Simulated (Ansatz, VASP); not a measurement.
Given: the input of a run of Ansatz 0.2.0 on As.

The input input.yaml:

```yaml
crystal:
  lattice:
    - [2.6484890792, 0.0, 0.0]
    - [0.0, 2.6484890792, 0.0]
    - [0.0, 0.0, 2.6484890792]
  atoms:
    - { symbol: As, position: [0.5, 0.5, 0.5] }
hamiltonian:
  xc: pbe
  pseudopotentials: { kind: paw, azcp: { folder: soft_1 } }
kpoints:
  mp_grid: { grid: [10, 10, 10] }
scf:
  occupations: { method: fermi_dirac, width: 0.05 }
output:
  forces: true
  stress: true
  eigenvalues: true
```

Potentials or basis: Ansatz PAW soft_1.

Launch:

```console
$ ansatz run input.yaml --threads 1 --pin off --max-ram 3584MiB --backend cpu --events-out ev --progress --plain --runs-dir out
```

Set up the same calculation for VASP 6.6.1. Potentials there: VASP PAW PBE potentials, release 64 (As).

As run (the cutoff follows the program's own potentials):

The input INCAR:

```
PREC = Accurate ; ENCUT = 500
EDIFF = 1E-6 ; ISMEAR = -1
SIGMA = 0.05 ; LREAL = False
LASPH = True ; NELM = 120
ALGO = Normal ; ISIF = 2
LWAVE = False ; LCHARG = False
GGA = PE ; NBANDS = 8
GGA_COMPAT = False
```

The input KPOINTS:

```
regular mesh
0
Gamma
  10 10 10
```

The input POSCAR:

```
As
1.0
    2.6484890792      0.0000000000      0.0000000000
    0.0000000000      2.6484890792      0.0000000000
    0.0000000000      0.0000000000      2.6484890792
As
1
Direct
    0.5000000000      0.5000000000      0.5000000000
```

Potentials or basis: VASP PAW PBE potentials, release 64 (As).

Command:

```sh
$ cat potpaw_PBE.64/As/POTCAR > POTCAR
$ mpirun -np 1 vasp_std > vasp.out
```

Both were run:

|  | VASP | Ansatz | Ansatz less VASP |
| --- | --- | --- | --- |
| gap on the k mesh at the Fermi level (eV) | none | none | - |
| pressure (GPa) | 8.9 | 8.6 | -0.29 |

A gap of «none» marks a metal or a gap that the smearing closes. VASP's potentials hold 5 valence electrons a cell and Ansatz's 15, so a difference there can come from the potentials and not from the codes.
